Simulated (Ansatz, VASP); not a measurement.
# Mg3Ga2Sn2GeP8 in VASP and in Ansatz

```xyz
16
Lattice="-5.7536 5.7696 0.0162 -5.7530 0.0165 5.7527 -0.0162 5.7696 5.7533" Properties=species:S:1:pos:R:3 pbc="T T T"
Mg   -5.7127    0.1115    5.7907
Mg   -8.6743    5.8787    8.5993
Mg   -8.7367    8.6163    5.8673
P   -10.1341    7.2568    7.2679
P    -7.2434    4.2474    7.2629
P    -7.1799    7.3226    4.3090
P   -10.1499   10.0176   10.1267
P    -4.3218    4.2554    4.2295
P    -7.1913    7.3010   10.0600
P    -7.1150   10.0260    7.2046
P    -4.3280    7.3184    7.1945
Ga   -8.5242    2.9655    5.6533
Ga  -11.4222    8.6019    8.5512
Ge   -5.8411    2.9344    2.9709
Sn   -8.6035   11.4480    8.6929
Sn   -5.8103    5.6787    5.7164
```

Alike in both runs: functional PBE; k mesh 3 × 3 × 3; occupations gaussian, width 0.1 eV; no spin polarisation.

Ansatz relaxed the structure, and its values are those at the end. VASP's run is a single point on that final structure, the one shown.

|  | VASP | Ansatz |
| --- | --- | --- |
| version | VASP 6.6.1 | Ansatz 0.2.0 |
| potentials or method | VASP PAW PBE potentials, release 64 (Mg, P, Ga_d, Ge_d, Sn_d), cutoff 520 eV | scalar-relativistic, plane waves, PAW |
| valence electrons in the cell | 114 | 138 |

VASP gave:

| Item | Value |
| --- | --- |
| gap on the k mesh at the Fermi level (eV) | 0.05 |
| least direct gap on the mesh (eV) | 0.05 |
| pressure (GPa) | -0.1 |
| rms of the force components (eV/Å) | 0.014 |

Question: Which values does Ansatz return?

Answer: gap on the k mesh at the Fermi level (eV): 0.05; least direct gap on the mesh (eV): 0.05; pressure (GPa): 0.0; rms of the force components (eV/Å): 0.013.

VASP's potentials hold 114 valence electrons a cell and Ansatz's 138, so a difference there can come from the potentials and not from the codes.
